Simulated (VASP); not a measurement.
# ScAl (Pm-3m) in VASP: a series of runs, part 2 of 2

VASP 6.6.1. Earlier steps stand in the parts before.

## Step 3: Relaxation of cell and atoms, r2SCAN

This run uses another cell than the first one, of 19.14 Å³/atom, 1.484 times its volume.

POSCAR reads:

```
ScAl
1.0
    3.3703489700      0.0000000000      0.0000000000
    0.0000000000      3.3703489700      0.0000000000
    0.0000000000      0.0000000000      3.3703489700
Sc Al
1 1
Direct
    0.5000000000      0.5000000000      0.5000000000
    0.0000000000      0.0000000000      0.0000000000
```

INCAR.step1 reads:

```
ALGO = Normal
EDIFF = 1E-4
ENCUT = 600
GGA = PE
ISMEAR = 0
LASPH = True
LCHARG = False
LREAL = False
LWAVE = True
NELM = 80
PREC = Accurate
SIGMA = 0.1
```

INCAR.step2 reads:

```
ALGO = Normal
EDIFF = 1E-7
EDIFFG = -0.01
ENCUT = 600
IBRION = 2
ISIF = 3
ISMEAR = 0
ISTART = 1
LASPH = True
LCHARG = False
LMIXTAU = True
LREAL = False
LWAVE = False
METAGGA = R2SCAN
NELM = 80
NSW = 80
PREC = Accurate
SIGMA = 0.1
```

KPOINTS reads:

```
k-points
0
Gamma
  1 1 1
```

Potentials or basis: VASP PAW PBE potentials, release 64 (Sc_sv, Al).

Run with:

```console
$ cat potpaw_PBE.64/Sc_sv/POTCAR potpaw_PBE.64/Al/POTCAR > POTCAR
$ cp INCAR.step1 INCAR
$ mpirun -np 1 vasp_gam > vasp.out
$ cp INCAR.step2 INCAR
$ mpirun -np 1 vasp_gam > vasp.out
```

OUTCAR:

```text
EDIFF = 1E-7
   EDIFFG = -0.01
   ENCUT = 600
   IBRION = 2
   ISIF = 3
   ISMEAR = 0
   ISTART = 1
   LASPH = True
   LREAL = False
   METAGGA = R2SCAN
   NELM = 80
   NSW = 80
   PREC = Accurate

 ion  position               nearest neighbor table
   1  0.500  0.500  0.500-   2 2.92   2 2.92   2 2.92   2 2.92   2 2.92   2 2.92   2 2.92   2 2.92

   2  0.000  0.000  0.000-   1 2.92   1 2.92   1 2.92   1 2.92   1 2.92   1 2.92   1 2.92   1 2.92

  LATTYP: Found a simple cubic cell.
 ALAT       =     3.3703489700

  Lattice vectors:

 A1 = (   3.3703489700,   0.0000000000,   0.0000000000)
 A2 = (   0.0000000000,   3.3703489700,   0.0000000000)
 A3 = (   0.0000000000,   0.0000000000,   3.3703489700)

Analysis of symmetry for initial positions (statically):
=====================================================================
 Subroutine PRICEL returns:
 Original cell was already a primitive cell.

 Routine SETGRP: Setting up the symmetry group for a
 simple cubic supercell.

 Subroutine GETGRP returns: Found 48 space group operations
 (whereof 48 operations were pure point group operations)
 out of a pool of 48 trial point group operations.

The static configuration has the point symmetry O_h .

Analysis of symmetry for dynamics (positions and initial velocities):
=====================================================================
 Subroutine PRICEL returns:
 Original cell was already a primitive cell.

 Routine SETGRP: Setting up the symmetry group for a
 simple cubic supercell.

 Subroutine GETGRP returns: Found 48 space group operations
 (whereof 48 operations were pure point group operations)
 out of a pool of 48 trial point group operations.

The dynamic configuration has the point symmetry O_h .

 Subroutine INISYM returns: Found 48 space group operations
 (whereof 48 operations are pure point group operations),
 and found     1 'primitive' translations

----------------------------------------------------------------------------------------

                                     Primitive cell

  volume of cell :      38.2846

  direct lattice vectors                    reciprocal lattice vectors
     3.370348970  0.000000000  0.000000000     0.296705181  0.000000000  0.000000000
     0.000000000  3.370348970  0.000000000     0.000000000  0.296705181  0.000000000
     0.000000000  0.000000000  3.370348970     0.000000000  0.000000000  0.296705181

  length of vectors
     3.370348970  3.370348970  3.370348970     0.296705181  0.296705181  0.296705181

  position of ions in fractional coordinates (direct lattice)
     0.500000000  0.500000000  0.500000000
     0.000000000  0.000000000  0.000000000

  ion indices of the primitive-cell ions
   primitive index   ion index
                 1           1
                 2           2

----------------------------------------------------------------------------------------

 KPOINTS: k-points

Automatic generation of k-mesh.
 Grid dimensions read from file:
 generate k-points for:    1    1    1

 Generating k-lattice:

  Cartesian coordinates                     Fractional coordinates (reciprocal lattice)
     0.296705181  0.000000000  0.000000000     1.000000000  0.000000000  0.000000000
     0.000000000  0.296705181  0.000000000     0.000000000  1.000000000  0.000000000
     0.000000000  0.000000000  0.296705181     0.000000000  0.000000000  1.000000000

  Length of vectors
     0.296705181  0.296705181  0.296705181

  Shift w.r.t. Gamma in fractional coordinates (k-lattice)
     0.000000000  0.000000000  0.000000000

 Subroutine IBZKPT returns following result:
 ===========================================

 Found      1 irreducible k-points:

 Following reciprocal coordinates:
            Coordinates               Weight
  0.000000  0.000000  0.000000      1.000000
   k-points           NKPTS =      1   k-points in BZ     NKDIM =      1   number of bands    NBANDS=     11
   number of dos      NEDOS =    301   number of ions     NIONS =      2
   total plane-waves  NPLWV =  21952
   dimension x,y,z NGX =    28 NGY =   28 NGZ =   28
   dimension x,y,z NGXF=    56 NGYF=   56 NGZF=   56
   ions per type =               1   1
   NGX,Y,Z   is equivalent  to a cutoff of  13.81, 13.81, 13.81 a.u.
   NGXF,Y,Z  is equivalent  to a cutoff of  27.62, 27.62, 27.62 a.u.
 SYSTEM =  unknown system
   PREC   = accura    normal or accurate (medium, high low for compatibility)
   ISTART =      1    job   : 0-new  1-cont  2-samecut
   ICHARG =      0    charge: 1-file 2-atom 10-const
   ISPIN  =      1    spin polarized calculation?
   LNONCOLLINEAR =      F non collinear calculations
   LSORBIT =      F    spin-orbit coupling
   LASPH  =      T    aspherical Exc in radial PAW
   ENCUT  =  600.0 eV  44.10 Ry    6.64 a.u.   6.73  6.73  6.73*2*pi/ulx,y,z
   NELM   =     80;   NELMIN=  2; NELMDL=  0     # of ELM steps
   EDIFF  = 0.1E-06   stopping-criterion for ELM
   LREAL  =      F    real-space projection
   EDIFFG = -.1E-01   stopping-criterion for IOM
   NSW    =     80    number of steps for IOM
   IBRION =      2    ionic relax: 0-MD 1-quasi-New 2-CG
   NFREE  =      1    steps in history (QN), initial steepest desc. (CG)
   ISIF   =      3    stress and relaxation
   ISYM   =      2    0-nonsym 1-usesym 2-fastsym
   POTIM  = 0.5000    time-step for ionic-motion
   TEBEG  =    0.0;   TEEND  =   0.0 temperature during run
   PSTRESS=    0.0 pullay stress
   NELECT =      14.0000    total number of electrons
   NUPDOWN=      -1.0000    fix difference up-down
   EMIN   =  10.00;   EMAX   =-10.00  energy-range for DOS
   EFERMI =   0.00;   METHOD = LEGACY
   ISMEAR =     0;   SIGMA  =   0.10  broadening in eV -4-tet -1-fermi 0-gaus
   EFERMI_NEDOS =   21; number of points for ismear=-14 and -15
   IALGO  =     38    algorithm
   IMIX   =      4    mixing-type and parameters
     AMIX     =   0.40;   BMIX     =  1.00
     AMIX_MAG =   1.60;   BMIX_MAG =  1.00
  volume/ion in A,a.u.               =      19.14       129.18
  Fermi-wavevector in a.u.,A,eV,Ry     =   1.170692  2.212287 18.647052  1.370520
  Thomas-Fermi vector in A             =   2.307147
   LORBIT       =      0    0 simple, 1 ext, 2 COOP (PROOUT), +10 PAW based schemes
   METAGGA = R2SCAN    functional components
   LHFCALC =     F    Hartree Fock is set to
   AEXX    =    0.0000 exact exchange contribution
   IVDW    =     0    specifies the selected vdW correction
   LEPSILON=     F    determine dielectric tensor
   LRPA    =     F    only Hartree local field effects (RPA)
 conjugate gradient relaxation of ions
 non-spin polarized calculation
 Gauss-broadening in eV      SIGMA  =   0.10
  energy-cutoff  :      600.00
  volume of cell :       38.28
 maximum number of plane-waves:       655
 NGX is ok and might be reduce to    28
   NGX = 13   NGY = 13   NGZ = 13

--------------------------------------- Ionic step        1  -------------------------------------------

 number of electron      14.0000003 magnetization

 Free energy of the ion-electron system (eV)
  ---------------------------------------------------
  ext. energy  EPLUGINS =         0.00000000
  ---------------------------------------------------
  free energy    TOTEN  =       -18.14975942 eV

  energy without entropy =      -18.14975942  energy(sigma->0) =      -18.14975942

------------------------ aborting loop because EDIFF is reached ----------------------------------------

  FORCE on cell =-STRESS in cart. coord.  units (eV):
  Direction    XX          YY          ZZ          XY          YZ          ZX
  --------------------------------------------------------------------------------------
  -------------------------------------------------------------------------------------
  Total       -7.4533931     -7.4533931     -7.4533931     -0.0000000      0.0000000      0.0000000
  in kB     -311.9176852   -311.9176852   -311.9176852     -0.0000000      0.0000000      0.0000000
  external PRESSURE =    -311.9176852 kB  Pullay stress =       0.0000000 kB
[... 23 lines left out ...]
--------------------------------------- Ionic step        2  -------------------------------------------

 number of electron      14.0000000 magnetization

 E-fermi :  10.3131     XC(G=0): -13.6861

 val. band max:        9.8331817432   @ k =   0.0000   0.0000   0.0000
 cond. band min:      18.5470097349   @ k =   0.0000   0.0000   0.0000
 fundamental gap:      8.7138279917
 Fermi energy:        10.3131147780

 k-point     1 :       0.0000    0.0000    0.0000
  band No.  band energies     occupation
      1     -36.2791      2.00000
      2     -13.6826      2.00000
      3     -13.6824      2.00000
      4     -13.6824      2.00000
      5       0.9479      2.00000
      6       9.8326      2.00000
      7       9.8332      2.00000
      8      18.5470      0.00000
      9      18.5475      0.00000
     10      18.5475      0.00000
     11      19.8251      0.00000
[... 69 lines left out ...]
--------------------------------------- Ionic step        4  -------------------------------------------

 number of electron      13.9999999 magnetization

 Free energy of the ion-electron system (eV)
  ---------------------------------------------------
  ext. energy  EPLUGINS =         0.00000000
  ---------------------------------------------------
  free energy    TOTEN  =       -19.86713385 eV

  energy without entropy =      -19.86713385  energy(sigma->0) =      -19.86713385

 E-fermi :   9.1618     XC(G=0): -12.6300

 val. band max:        8.5580031059   @ k =   0.0000   0.0000   0.0000
 cond. band min:      15.8322698662   @ k =   0.0000   0.0000   0.0000
 fundamental gap:      7.2742667604
 Fermi energy:         9.1618063800

 k-point     1 :       0.0000    0.0000    0.0000
  band No.  band energies     occupation
      1     -38.3467      2.00000
      2     -15.9785      2.00000
      3     -15.9784      2.00000
      4     -15.9784      2.00000
      5      -0.8549      2.00000
      6       8.5577      2.00000
      7       8.5580      2.00000
      8      15.8323      0.00000
      9      15.9822      0.00000
     10      15.9824      0.00000
     11      15.9824      0.00000
[... 27 lines left out ...]
  FREE ENERGIE OF THE ION-ELECTRON SYSTEM (eV)
  ---------------------------------------------------
  free  energy   TOTEN  =       -19.8671338532 eV

  energy  without entropy=      -19.8671338532  energy(sigma->0) =      -19.86713385

 reached required accuracy - stopping structural energy minimisation
```

OUTCAR.step1:

```text
EDIFF = 1E-4
   ENCUT = 600
   GGA = PE
   ISMEAR = 0
   LASPH = True
[... 210 lines left out ...]
 -----------------------------------------------------------------------------------
      1.68517      1.68517      1.68517         0.000000      0.000000      0.000000
      0.00000      0.00000      0.00000         0.000000      0.000000      0.000000
 -----------------------------------------------------------------------------------
    total drift:                                0.000000      0.000000      0.000000

  FREE ENERGIE OF THE ION-ELECTRON SYSTEM (eV)
  ---------------------------------------------------
  free  energy   TOTEN  =        -9.4381628448 eV

  energy  without entropy=       -9.4381628448  energy(sigma->0) =       -9.43816284
```

OSZICAR.step1:

```text
N       E                     dE             d eps       ncg     rms          rms(c)
DAV:   1     0.195244394974E+03    0.19524E+03   -0.75214E+03    22   0.135E+03
DAV:   2    -0.416472935173E+01   -0.19941E+03   -0.19612E+03    33   0.404E+02
DAV:   3    -0.984274886792E+01   -0.56780E+01   -0.56262E+01    28   0.100E+02
DAV:   4    -0.100157910966E+02   -0.17304E+00   -0.17265E+00    36   0.151E+01
DAV:   5    -0.100174422792E+02   -0.16512E-02   -0.16466E-02    33   0.141E+00    0.111E+01
DAV:   6    -0.961751572448E+01    0.39993E+00   -0.40197E-01    28   0.328E+00    0.653E+00
DAV:   7    -0.943418483902E+01    0.18333E+00   -0.67650E-01    22   0.607E+00    0.720E-01
DAV:   8    -0.943711048924E+01   -0.29257E-02   -0.24225E-02    28   0.129E+00    0.418E-01
DAV:   9    -0.943818548953E+01   -0.10750E-02   -0.49238E-03    33   0.887E-01    0.167E-01
DAV:  10    -0.943816284479E+01    0.22645E-04   -0.55523E-04    30   0.323E-01
   1 F= -.94381628E+01 E0= -.94381628E+01  d E =-.750649E-15
```

Wall time 43 s (1 thread of Intel Xeon Platinum 8488C (Sapphire Rapids), shared host); peak memory 0.17 GiB.

Results:

| Property | Result |
| --- | --- |
| Free energy | -19.8671 eV |
| Relaxed volume | 12.86 Å³/atom |
| Relaxed cell | a = 2.951 Å, b = 2.951 Å, c = 2.951 Å, α = 90.00°, β = 90.00°, γ = 90.00° |
| Space group after relaxing (to 0.05 Å) | Pm-3m (No. 221) |
| Energy gained by relaxing | 858.7 meV/atom |
| Ionic steps | 4 |
| Pressure after relaxing | 0.0 GPa |
| Band gap on the k mesh | 7.27 eV |

Step by step:
```
step  energy change (eV)  largest force (eV/Å)  pressure (GPa)  volume (Å³)
   1              0.0000                0.0000          -31.19        38.28
   2             -1.0851                0.0000           52.35        21.13
   3             -1.7163                0.0000           -1.48        25.93
   4             -1.7174                0.0000           -0.03        25.71
```

Final structure:
```cif
data_structure
_symmetry_space_group_name_H-M 'P 1'
_symmetry_Int_Tables_number 1
_cell_length_a 2.9515
_cell_length_b 2.9515
_cell_length_c 2.9515
_cell_angle_alpha 90.000
_cell_angle_beta 90.000
_cell_angle_gamma 90.000
_cell_volume 25.71
loop_
_atom_site_label
_atom_site_type_symbol
_atom_site_fract_x
_atom_site_fract_y
_atom_site_fract_z
_atom_site_occupancy
Sc1 Sc 0.50000 0.50000 0.50000 1
Al1 Al 0.00000 0.00000 0.00000 1
```

Caveat: the k points lie up to 2.13 Å⁻¹ apart in the final cell; the volume moved by over 15 % at a fixed basis, so the end points are rough; the PAW data sets were made with another functional, which shifts forces and pressure a little.

## Step 4: Single point, r2SCAN

This run uses another cell than the first one, of 19.14 Å³/atom, 1.484 times its volume.

POSCAR is that of step 3.

INCAR.step1 reads:

```
  PREC = Accurate
  ENCUT = 520
  ISMEAR = 0
  SIGMA = 0.1
  LREAL = False
  LASPH = True
  NELM = 80
  NBANDS = 14
  GGA = PE
  ALGO = Normal
  EDIFF = 1E-4
  LWAVE = True
  LCHARG = False
```

INCAR.step2 reads:

```
  PREC = Accurate
  ENCUT = 520
  EDIFF = 1E-6
  ISMEAR = 0
  SIGMA = 0.1
  LREAL = False
  LASPH = True
  NELM = 80
  ALGO = Normal
  ISIF = 2
  LWAVE = False
  LCHARG = False
  METAGGA = R2SCAN
  LMIXTAU = True
  NBANDS = 14
  ISTART = 1
```

KPOINTS reads:

```
Automatic mesh
0
Gamma
  12 12 12
```

Run with:

```console
$ cat potpaw_PBE.64/Sc_sv/POTCAR potpaw_PBE.64/Al/POTCAR > POTCAR
$ cp INCAR.step1 INCAR
$ mpirun -np 1 vasp_std > vasp.out
$ cp INCAR.step2 INCAR
$ mpirun -np 1 vasp_std > vasp.out
```

It took 99 s on 1 thread of Intel Xeon Platinum 8488C (Sapphire Rapids), shared host; peak memory 0.19 GiB.

It converged, with:

- Free energy: -19.0617 eV
- Pressure: 0.1 GPa
- Band gap on the k mesh: zero (band 7 reaches 6.55 eV, above the bottom of band 8 at 5.28 eV)

Levels at points of the mesh, in eV from the Fermi level:
```
           k point  band 3  band 4  band 5  band 6  band 7  band 8  band 9  band 10  band 11  band 12
(0.00, 0.00, 0.00)  -29.21  -29.21   -9.03   -0.70   -0.70    2.96    2.96     2.96     3.88     3.88
(0.50, 0.00, 0.00)  -29.19  -29.19   -6.09   -4.91    0.35    0.90    0.90     3.20     4.06     6.16
(0.50, 0.50, 0.00)  -29.37  -29.17   -4.96   -2.15   -2.15   -0.86    1.70     1.70     3.93     5.29
(0.50, 0.50, 0.50)  -29.34  -29.34   -2.74   -2.74   -2.74   -0.30    2.91     2.91     2.91     4.00
```

Caveat: the PAW data sets were made with another functional, which shifts forces and pressure a little.

## Step 5: Summary

```tsv
task	cell	k mesh	cutoff (eV)	gap on the mesh (eV)	pressure (GPa)
single point	a = 2.955 Å, 2 atoms	1 × 1 × 1	520	7.24	-0.6
relaxation of cell and atoms	relaxed from a = 3.370 Å, 2 atoms	1 × 1 × 1	600	7.27	0.0
single point	a = 3.370 Å, 2 atoms	12 × 12 × 12	520	none	0.1
```

Alike in all rows: level r2SCAN; potentials or basis VASP PAW PBE potentials, release 64 (Sc_sv, Al); no spin polarisation; smearing gaussian 0.1 eV.

Caveats: some runs use coarse meshes; the PAW data sets were made with another functional, which shifts forces and pressure a little; the volume moved by over 15 % at a fixed basis, so the end points are rough (some runs).

Absolute energies hang on the potentials; compare differences alone.
